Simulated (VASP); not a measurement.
## NaH: single point with PBE-based screened hybrid

NaH:

```
Na H
1.0
     0.00000    2.59692    2.59692
     2.59692    0.00000    2.59692
     2.59692    2.59692    0.00000
Na H
1 1
Direct
  0.00000 0.00000 0.00000
  0.25000 0.25000 0.25000
```

```
Program             : VASP 6.6.1
Task                : single point
Functional          : PBE-based screened hybrid
Potentials or basis : VASP PAW PBE potentials, release 64 (Na_pv, H)
Cutoff              : 520 eV
k mesh              : 4 × 4 × 4
Occupations         : gaussian, width 0.01 eV
Spin                : no spin polarisation
```

```
Pressure               : -0.2 GPa
Band gap on the k mesh : 6.35 eV, indirect (least direct gap 7.19 eV)
```

Levels at points of the mesh, in eV from the valence-band top:
```csv
k point,band 2,band 3,band 4,band 5,band 6,band 7
"(0.00, 0.00, 0.00)",-26.55,-26.55,-3.33,11.58,16.92,16.92
"(0.50, 0.00, 0.00)",-26.56,-26.56,-0.83,6.35,14.11,16.09
"(0.50, 0.50, 0.00)",-26.57,-26.57,-0.10,7.93,10.44,13.05
```

It took 54 s on 1 thread of Intel(R) Xeon(R) Platinum 8488C (Sapphire Rapids), with other jobs on the host, peak memory 0.25 GiB.

Caveat: the k points lie up to 0.52 Å⁻¹ apart; the PAW data sets were made with another functional, which shifts forces and pressure a little. A k mesh can miss the band edges.
